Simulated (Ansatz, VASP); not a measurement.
# MnSi in VASP and in Ansatz

```xyz
8
Lattice="4.5173 0.0000 0.0000 0.0000 4.5173 0.0000 0.0000 0.0000 4.5173" Properties=species:S:1:pos:R:3 pbc="T T T"
Mn    0.6165    0.6165    0.6165
Mn    1.6422    3.9008    2.8752
Mn    2.8752    1.6422    3.9008
Mn    3.9008    2.8752    1.6422
Si    3.8189    3.8189    3.8189
Si    2.9571    0.6984    1.5602
Si    1.5602    2.9571    0.6984
Si    0.6984    1.5602    2.9571
```

Alike in both runs: functional PBE; k mesh 4 × 4 × 4; occupations gaussian, width 0.1 eV; collinear spin.

Ansatz relaxed the structure, and its values are those at the end. VASP's run is a single point on that final structure, the one shown.

|  | VASP | Ansatz |
| --- | --- | --- |
| version | VASP 6.6.1 | Ansatz 0.2.0 |
| potentials or method | VASP PAW PBE potentials, release 64 (Mn_pv, Si), cutoff 500 eV | scalar-relativistic, plane waves, PAW |
| valence electrons in the cell | 68 | 76 |

|  | VASP | Ansatz | Ansatz less VASP |
| --- | --- | --- | --- |
| gap on the k mesh at the Fermi level (eV) | none | none | - |
| pressure (GPa) | 0.0 | 0.1 | +0.10 |
| rms of the force components (eV/Å) | 0.008 | 0.003 | -0.0044 |
| net moment per atom (μB) | 0.50 | 0.50 | 0.000 |
| size of the moment on the site where the two differ most (μB) | 1.05 | 1.00 | -0.053 |

Site moments also hang on the region over which each program counts them. A gap of «none» marks a metal or a gap that the smearing closes. The functional is the same, so the differences come from potentials, cutoffs and numerics. VASP's potentials hold 68 valence electrons a cell and Ansatz's 76, so a difference there can come from the potentials and not from the codes.
